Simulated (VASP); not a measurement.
Input of a VASP 6.6.1 run:

Contents of INCAR:

```
ALGO     = Normal         # electronic algorithm
EDIFF    = 1E-6           # SCF threshold, eV
ENCUT    = 520            # plane-wave cutoff, eV
GGA      = PE             # functional
ISIF     = 2              # what is computed and relaxed
ISMEAR   = 0              # smearing method
LASPH    = True           # aspherical terms in the spheres
LCHARG   = True           # write CHGCAR
LELF     = True           # ELF
LREAL    = False          # projectors in reciprocal space
LVHAR    = True         
LWAVE    = False          # write WAVECAR
NBANDS   = 17             # bands
NELM     = 80             # most SCF steps
PREC     = Accurate       # precision mode
SIGMA    = 0.1            # smearing width, eV
```

File KPOINTS:

```
k-points
0
Gamma
  6 6 6
```

The input POSCAR:

```
PbSe
1.0
    2.1598675900      1.2470001300      3.6528292000
   -2.1598675900      1.2470001300      3.6528292000
    0.0000000000     -2.4940002600      3.6528292000
Pb Se
1 1
Direct
    0.9813205000      0.9813205000      0.9813205000
    0.5186795000      0.5186795000      0.5186795000
```

Potentials or basis: VASP PAW PBE potentials, release 64 (Pb_d, Se).

Launch:

```sh
$ cat potpaw_PBE.64/Pb_d/POTCAR potpaw_PBE.64/Se/POTCAR > POTCAR
$ mpirun -np 1 vasp_std > vasp.out
```

Q: Estimate the band gap on the k mesh.

A: 0.78 eV.

Q: Predict the largest force.

A: 0.570 eV/Å.

Q: Predict the pressure.

A: 3.1 GPa.

Forces in eV/Å, atoms in the order of the input:
```
Pb   0.000  0.000  0.570
Se   0.000  0.000 -0.570
```

Caveat: the cell stands under pressure; spin-orbit coupling is left out, which moves the levels of the heavy elements. A k mesh can miss the band edges.
